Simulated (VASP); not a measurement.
Write the native input for VASP 6.6.1 that does the following.

* Task: single point
* Functional: PBEsol
* Potentials or basis: VASP PAW PBE potentials, release 64 (Ca_sv, F, Mg)
* Cutoff: 600 eV
* k mesh: 4 × 4 × 6
* Occupations: fermi-dirac, width 0.02 eV
* Spin: no spin polarisation
* Dipole correction: no
* Further INCAR settings: ALGO = Normal; EDIFF = 1e-06; NBANDS = 56

The structure of Ca3MgF8 lies in POSCAR:

```
Ca3MgF8
1.0
    3.7263355656     -5.3142824103      0.0000000000
    3.7263355656      5.3142824103      0.0000000000
    0.0000000000      0.0000000000      3.7770776073
Ca F Mg
3 8 1
Direct
    0.0000000000      0.5000000000      0.0000000000
    0.5000000000      0.5000000000      0.5000000000
    0.5000000000      0.0000000000      0.0000000000
    0.3568888095      0.1152142669      0.5000000000
    0.1152142669      0.3568888095      0.5000000000
    0.8832440284      0.1167559716      0.0000000000
    0.6253558782      0.3746441218      0.0000000000
    0.3746441218      0.6253558782      0.0000000000
    0.1167559716      0.8832440284      0.0000000000
    0.8847857331      0.6431111905      0.5000000000
    0.6431111905      0.8847857331      0.5000000000
    0.0000000000      0.0000000000      0.5000000000
```

One way to write it, as run:

INCAR

```
SYSTEM = Ca3MgF8
PREC = Accurate
ENCUT = 600
EDIFF = 1E-6
ISMEAR = -1
SIGMA = 0.02
LREAL = .FALSE.
LASPH = .TRUE.
NELM = 120
ALGO = Normal
ISIF = 2
LWAVE = .FALSE.
LCHARG = .FALSE.
GGA = PS
NBANDS = 56
GGA_COMPAT = .FALSE.
```

KPOINTS

```
Automatic mesh
0
G
  4 4 6
  0 0 0
```

Potentials or basis: VASP PAW PBE potentials, release 64 (Ca_sv, F, Mg).

Run with:

```console
$ cat potpaw_PBE.64/Ca_sv/POTCAR potpaw_PBE.64/F/POTCAR potpaw_PBE.64/Mg/POTCAR > POTCAR
$ mpirun -np 1 vasp_std > vasp.out
```

It gave:

The pressure is 0.0 GPa. The largest force is 0.046 eV/Å and the band gap on the k mesh is 6.61 eV (least direct gap 6.63 eV).

Caveat: the PAW data sets were made with another functional, which shifts forces and pressure a little.

Wall time 11 min on 1 thread of Intel Xeon 8259CL (shared host), peak memory 0.43 GiB.
